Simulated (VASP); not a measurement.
# Rh (P-1) in VASP: single point with PBEsol

Aim: the single point of Rh with PBEsol.

Program: VASP 6.6.1. These are calculated values, not measurements. Logs are shortened: lines on timing, memory, paths and dates and some standing lists are left out, and cuts for length are marked.

**1. The cell of the first run**

The typed cell holds 2 atoms: a = 2.689 Å, b = 2.689 Å, c = 4.329 Å, α = 90.00°, β = 90.00°, γ = 120.00°.

**2. Single point, PBEsol (atoms moved at random)**

File INCAR:

```
SYSTEM = Rh
PREC = Accurate
ENCUT = 520
EDIFF = 1E-6
ISMEAR = 0
SIGMA = 0.15
LREAL = .False.
LASPH = .True.
NELM = 100
ALGO = Fast
ISIF = 2
LWAVE = .False.
LCHARG = .False.
GGA = PS
NBANDS = 22
```

File KPOINTS:

```
regular mesh
0
Gamma
  12 12 8
  0 0 0
```

File POSCAR:

```
Rh
1.0
    2.6887360848      0.0000000000      0.0000000000
   -1.3443680424      2.3285137535      0.0000000000
    0.0000000000      0.0000000000      4.3290202436
Rh
2
Direct
    0.6622733718      0.3335769319      0.7503741122
    0.3377266282      0.6664230681      0.2496258878
```

Potentials or basis: VASP PAW PBE potentials, release 64 (Rh_pv).

The run is started by

```
$ cat potpaw_PBE.64/Rh_pv/POTCAR > POTCAR
$ mpirun -np 1 vasp_std > vasp.out
```

OUTCAR:

```text
SYSTEM = Rh
   PREC = Accurate
   ENCUT = 520
   EDIFF = 1E-6
   ISMEAR = 0
   LREAL = .False.
   LASPH = .True.
   NELM = 100
   ISIF = 2
   GGA = PS

 ion  position               nearest neighbor table
   1  0.662  0.334  0.750-   2 2.65   2 2.65   2 2.66   2 2.67   2 2.67   2 2.68
   2  0.338  0.666  0.250-   1 2.65   1 2.65   1 2.66   1 2.67   1 2.67   1 2.68

  LATTYP: Found a hexagonal cell.
 ALAT       =     2.6887360848
 C/A-ratio  =     1.6100577026

  Lattice vectors:

 A1 = (   2.6887360848,   0.0000000000,   0.0000000000)
 A2 = (  -1.3443680424,   2.3285137535,   0.0000000000)
 A3 = (   0.0000000000,   0.0000000000,   4.3290202436)

Analysis of symmetry for initial positions (statically):
=====================================================================
 Subroutine PRICEL returns:
 Original cell was already a primitive cell.

 Routine SETGRP: Setting up the symmetry group for a
 hexagonal supercell.

 Subroutine GETGRP returns: Found  2 space group operations
 (whereof  2 operations were pure point group operations)
 out of a pool of 24 trial point group operations.

The static configuration has the point symmetry S_2 .

Analysis of symmetry for dynamics (positions and initial velocities):
=====================================================================
 Subroutine PRICEL returns:
 Original cell was already a primitive cell.

 Routine SETGRP: Setting up the symmetry group for a
 hexagonal supercell.

 Subroutine GETGRP returns: Found  2 space group operations
 (whereof  2 operations were pure point group operations)
 out of a pool of 24 trial point group operations.

The dynamic configuration has the point symmetry S_2 .

 Subroutine INISYM returns: Found  2 space group operations
 (whereof  2 operations are pure point group operations),
 and found     1 'primitive' translations

----------------------------------------------------------------------------------------

                                     Primitive cell

  volume of cell :      27.1030

  direct lattice vectors                    reciprocal lattice vectors
     2.688736085  0.000000000  0.000000000     0.371921962  0.214729245  0.000000000
    -1.344368042  2.328513753  0.000000000     0.000000000  0.429458490  0.000000000
     0.000000000  0.000000000  4.329020244     0.000000000  0.000000000  0.230999151

  length of vectors
     2.688736085  2.688736085  4.329020244     0.429458490  0.429458490  0.230999151

  position of ions in fractional coordinates (direct lattice)
     0.662273372  0.333576932  0.750374112
     0.337726628  0.666423068  0.249625888

  ion indices of the primitive-cell ions
   primitive index   ion index
                 1           1
                 2           2

----------------------------------------------------------------------------------------

 KPOINTS: regular mesh

Automatic generation of k-mesh.
 Grid dimensions read from file:
 generate k-points for:   12   12    8

 Generating k-lattice:

  Cartesian coordinates                     Fractional coordinates (reciprocal lattice)
     0.030993497  0.017894104  0.000000000     0.083333333 -0.000000000  0.000000000
     0.000000000  0.035788207  0.000000000     0.000000000  0.083333333  0.000000000
     0.000000000  0.000000000  0.028874894     0.000000000  0.000000000  0.125000000

  Length of vectors
     0.035788207  0.035788207  0.028874894

  Shift w.r.t. Gamma in fractional coordinates (k-lattice)
     0.000000000  0.000000000  0.000000000

 Subroutine IBZKPT returns following result:
 ===========================================

 Found    580 irreducible k-points:

 Following reciprocal coordinates:
            Coordinates               Weight
  0.000000  0.000000  0.000000      1.000000
  0.083333 -0.000000  0.000000      2.000000
  0.000000  0.083333  0.000000      2.000000
 -0.083333  0.083333  0.000000      2.000000
  0.166667 -0.000000  0.000000      2.000000
  0.000000  0.166667  0.000000      2.000000
[... 16 lines left out ...]
  0.166667  0.083333  0.000000      2.000000
 -0.083333  0.250000  0.000000      2.000000
 [... further k-points ...]
   k-points           NKPTS =    580   k-points in BZ     NKDIM =    580   number of bands    NBANDS=     22
   number of dos      NEDOS =    301   number of ions     NIONS =      2
   total plane-waves  NPLWV =  12800
   dimension x,y,z NGX =    20 NGY =   20 NGZ =   32
   dimension x,y,z NGXF=    40 NGYF=   40 NGZF=   64
   ions per type =               2
   NGX,Y,Z   is equivalent  to a cutoff of  12.37, 12.37, 12.29 a.u.
   NGXF,Y,Z  is equivalent  to a cutoff of  24.73, 24.73, 24.58 a.u.
 SYSTEM =  Rh
   PREC   = accura    normal or accurate (medium, high low for compatibility)
   ISTART =      0    job   : 0-new  1-cont  2-samecut
   ICHARG =      2    charge: 1-file 2-atom 10-const
   ISPIN  =      1    spin polarized calculation?
   LNONCOLLINEAR =      F non collinear calculations
   LSORBIT =      F    spin-orbit coupling
   LASPH  =      T    aspherical Exc in radial PAW
   ENCUT  =  520.0 eV  38.22 Ry    6.18 a.u.   5.00  5.00  8.05*2*pi/ulx,y,z
   NELM   =    100;   NELMIN=  2; NELMDL= -5     # of ELM steps
   EDIFF  = 0.1E-05   stopping-criterion for ELM
   LREAL  =      F    real-space projection
   EDIFFG = 0.1E-04   stopping-criterion for IOM
   NSW    =      0    number of steps for IOM
   IBRION =     -1    ionic relax: 0-MD 1-quasi-New 2-CG
   NFREE  =      0    steps in history (QN), initial steepest desc. (CG)
   ISIF   =      2    stress and relaxation
   ISYM   =      2    0-nonsym 1-usesym 2-fastsym
   POTIM  = 0.5000    time-step for ionic-motion
   TEBEG  =    0.0;   TEEND  =   0.0 temperature during run
   PSTRESS=    0.0 pullay stress
   NELECT =      30.0000    total number of electrons
   NUPDOWN=      -1.0000    fix difference up-down
   EMIN   =  10.00;   EMAX   =-10.00  energy-range for DOS
   EFERMI =   0.00;   METHOD = LEGACY
   ISMEAR =     0;   SIGMA  =   0.15  broadening in eV -4-tet -1-fermi 0-gaus
   EFERMI_NEDOS =   21; number of points for ismear=-14 and -15
   IALGO  =     68    algorithm
   IMIX   =      4    mixing-type and parameters
     AMIX     =   0.40;   BMIX     =  1.00
     AMIX_MAG =   1.60;   BMIX_MAG =  1.00
  volume/ion in A,a.u.               =      13.55        91.45
  Fermi-wavevector in a.u.,A,eV,Ry     =   1.693466  3.200186 39.019139  2.867826
  Thomas-Fermi vector in A             =   2.774866
   LORBIT       =      0    0 simple, 1 ext, 2 COOP (PROOUT), +10 PAW based schemes
   GGA     = PS    functional components
   LHFCALC =     F    Hartree Fock is set to
   AEXX    =    0.0000 exact exchange contribution
   IVDW    =     0    specifies the selected vdW correction
   LEPSILON=     F    determine dielectric tensor
   LRPA    =     F    only Hartree local field effects (RPA)
 non-spin polarized calculation
 RMM-DIIS sequential band-by-band and
 Gauss-broadening in eV      SIGMA  =   0.15
  energy-cutoff  :      520.00
  volume of cell :       27.10
 maximum number of plane-waves:       756
   NGX =  9   NGY =  9   NGZ = 17

 number of electron      30.0000005 magnetization

 Free energy of the ion-electron system (eV)
  ---------------------------------------------------
  ext. energy  EPLUGINS =         0.00000000
  ---------------------------------------------------
  free energy    TOTEN  =       -16.21395884 eV

  energy without entropy =      -16.17702725  energy(sigma->0) =      -16.19549304

 E-fermi :  12.1251     XC(G=0): -14.3096

 val. band max:       12.1250267911   @ k =   0.2500   0.1667   0.0000
 cond. band min:      12.1258167333   @ k =   0.3333   0.1667   0.3750
 fundamental gap:      0.0007899422
 Fermi energy:        12.1250787346

 k-point     1 :       0.0000    0.0000    0.0000
  band No.  band energies     occupation
      1     -35.1246      2.00000
      2     -34.4357      2.00000
      3     -34.4233      2.00000
      4     -34.3224      2.00000
      5     -34.3149      2.00000
      6     -34.3127      2.00000
[... 14 lines left out ...]
     21      30.2569      0.00000
     22      30.8544      0.00000

 k-point     2 :       0.0833   -0.0000    0.0000
  band No.  band energies     occupation
      1     -35.1079      2.00000
      2     -34.4630      2.00000
      3     -34.4463      2.00000
      4     -34.3540      2.00000
      5     -34.3294      2.00000
      6     -34.3190      2.00000
[... 14 lines left out ...]
     21      30.5242      0.00000
     22      31.0193      0.00000

 k-point     3 :       0.0000    0.0833    0.0000
  band No.  band energies     occupation
      1     -35.1076      2.00000
      2     -34.4686      2.00000
      3     -34.4408      2.00000
      4     -34.3534      2.00000
      5     -34.3297      2.00000
      6     -34.3196      2.00000
[... 14 lines left out ...]
     21      30.5331      0.00000
     22      31.0474      0.00000

 k-point     4 :      -0.0833    0.0833    0.0000
  band No.  band energies     occupation
      1     -35.1072      2.00000
      2     -34.4729      2.00000
      3     -34.4365      2.00000
      4     -34.3526      2.00000
      5     -34.3301      2.00000
      6     -34.3205      2.00000
[... 14 lines left out ...]
     21      30.5429      0.00000
     22      31.0785      0.00000

 k-point     5 :       0.1667   -0.0000    0.0000
  band No.  band energies     occupation
      1     -35.0600      2.00000
      2     -34.5671      2.00000
      3     -34.4795      2.00000
      4     -34.4593      2.00000
      5     -34.3504      2.00000
      6     -34.3364      2.00000
[... 14 lines left out ...]
     21      30.7453      0.00000
     22      30.9017      0.00000

 k-point     6 :       0.0000    0.1667    0.0000
  band No.  band energies     occupation
      1     -35.0588      2.00000
      2     -34.5714      2.00000
      3     -34.4751      2.00000
      4     -34.4592      2.00000
      5     -34.3517      2.00000
      6     -34.3366      2.00000
[... 14 lines left out ...]
     21      30.8296      0.00000
     22      30.9352      0.00000

 k-point     7 :      -0.1667    0.1667    0.0000
  band No.  band energies     occupation
      1     -35.0574      2.00000
      2     -34.5759      2.00000
      3     -34.4704      2.00000
      4     -34.4594      2.00000
      5     -34.3532      2.00000
      6     -34.3368      2.00000
[... 324 lines left out ...]
      6     -34.3354      2.00000
[... 14 lines left out ...]
     21      30.3744      0.00000
     22      30.9769      0.00000

 k-point    21 :      -0.0833    0.1667    0.0000
  band No.  band energies     occupation
      1     -35.0737      2.00000
      2     -34.5366      2.00000
      3     -34.4778      2.00000
      4     -34.4090      2.00000
      5     -34.3454      2.00000
      6     -34.3370      2.00000
[... 14 lines left out ...]
     21      30.4474      0.00000
     22      31.0207      0.00000

 k-point    22 :      -0.1667    0.0833    0.0000
  band No.  band energies     occupation
      1     -35.0746      2.00000
      2     -34.5323      2.00000
      3     -34.4807      2.00000
      4     -34.4110      2.00000
      5     -34.3444      2.00000
      6     -34.3363      2.00000
[... 14 lines left out ...]
     21      30.4129      0.00000
     22      30.9976      0.00000

 k-point    23 :       0.1667    0.0833    0.0000
  band No.  band energies     occupation
      1     -35.0159      2.00000
      2     -34.6404      2.00000
      3     -34.5769      2.00000
      4     -34.4841      2.00000
      5     -34.3713      2.00000
      6     -34.3642      2.00000
[... 14 lines left out ...]
     21      28.6567      0.00000
     22      30.3148      0.00000

 k-point    24 :      -0.0833    0.2500    0.0000
  band No.  band energies     occupation
      1     -35.0120      2.00000
      2     -34.6473      2.00000
      3     -34.5773      2.00000
      4     -34.4765      2.00000
      5     -34.3754      2.00000
      6     -34.3647      2.00000
[... 14 lines left out ...]
     21      28.6396      0.00000
     22      30.2276      0.00000

 [... further k-points ...]
[... 5 lines left out ...]
  --------------------------------------------------------------------------------------
  -------------------------------------------------------------------------------------
  Total       -0.0318296     -0.0394242      0.1130949     -0.0662993      0.0001581     -0.0023618
  in kB       -1.8815879     -2.3305432      6.6855475     -3.9192504      0.0093434     -0.1396165
  external PRESSURE =       0.8244721 kB  Pullay stress =       0.0000000 kB

 VOLUME and BASIS-vectors are now :
 -----------------------------------------------------------------------------
  energy-cutoff  :      520.00
  volume of cell :       27.10
      direct lattice vectors                 reciprocal lattice vectors
     2.688736085  0.000000000  0.000000000     0.371921962  0.214729245  0.000000000
    -1.344368042  2.328513753  0.000000000     0.000000000  0.429458490  0.000000000
     0.000000000  0.000000000  4.329020244     0.000000000  0.000000000  0.230999151

 POSITION                                       TOTAL-FORCE (eV/Angst)
 -----------------------------------------------------------------------------------
      1.33223      0.77674      3.24838         0.112032     -0.006978     -0.039534
      0.01214      1.55178      1.08064        -0.112032      0.006978      0.039534
 -----------------------------------------------------------------------------------
    total drift:                               -0.000000      0.000000     -0.000000

  FREE ENERGIE OF THE ION-ELECTRON SYSTEM (eV)
  ---------------------------------------------------
  free  energy   TOTEN  =       -16.2139588412 eV

  energy  without entropy=      -16.1770272456  energy(sigma->0) =      -16.19549304
```

Run time: 6 min. Hardware: 1 thread of Intel Xeon 8259CL, shared host; peak memory 0.36 GiB.

What came out:

* Free energy: -16.2140 eV
* Pressure: 0.1 GPa
* Largest force: 0.119 eV/Å
* Band gap on the k mesh: zero (band 15 reaches 12.80 eV, above the bottom of band 16 at 10.25 eV)

Forces in eV/Å, atoms in the order of the input:
```
Rh   0.112 -0.007 -0.040
Rh  -0.112  0.007  0.040
```

Caveat: the cell differs from its parent crystal (atoms moved at random); the PAW data sets were made with another functional, which shifts forces and pressure a little.
